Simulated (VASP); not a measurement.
PtSe2 (Sudovikovite): single point with PBE+D3(BJ)

The system is PtSe2 (Sudovikovite).

```
CELL_PARAMETERS angstrom
3.64798 0.00000 0.00000
-1.82399 3.15924 0.00000
0.00000 0.00000 4.95866
ATOMIC_POSITIONS crystal
Pt 0.00000 0.00000 0.00000
Se 0.66667 0.33333 0.75000
Se 0.33333 0.66667 0.25000
```

```
Program             : VASP 6.6.1
Task                : single point
Functional          : PBE
Dispersion          : D3(BJ)
Potentials or basis : VASP PAW PBE potentials, release 64 (Pt, Se)
Cutoff              : 520 eV
k mesh              : 8 × 8 × 5
Occupations         : fermi-dirac, width 0.05 eV
Spin                : no spin polarisation
```

- Pressure: 13.4 GPa
- Largest force: 1.513 eV/Å
- Band gap on the k mesh: zero (band 11 reaches 7.84 eV, above the bottom of band 12 at 7.55 eV)
- Dispersion energy per atom: -0.508 eV

Forces in eV/Å, atoms in the order of the input:
```
Pt   0.000  0.000  0.000
Se   0.000  0.000 -1.513
Se   0.000  0.000  1.513
```

Stress tensor (GPa, compression positive):
```
15.32  0.00  0.00
 0.00 15.32  0.00
 0.00  0.00  9.60
```

Levels at points of the mesh, in eV from the Fermi level:
```
           k point  band 7  band 8  band 9  band 10  band 11  band 12  band 13  band 14  band 15  band 16
(0.00, 0.00, 0.00)   -4.50   -2.86   -1.22    -1.22     0.34     1.49     1.49     3.39     4.60     7.17
(0.50, 0.00, 0.00)   -4.13   -3.92   -3.92    -3.81    -3.21     0.63     2.51     4.88     5.76     7.07
```

It took 46 s on 1 thread of Intel(R) Xeon(R) Platinum 8375C CPU @ 2.90GHz (Ice Lake), on a shared host, peak memory 0.21 GiB.

Caveat: spin-orbit coupling is left out, which moves the levels of the heavy elements; pairwise dispersion overbinds metals, which lowers pressure and volume; forces of over 1 eV/Å act on the atoms, so gaps and moduli don't describe the material at rest.
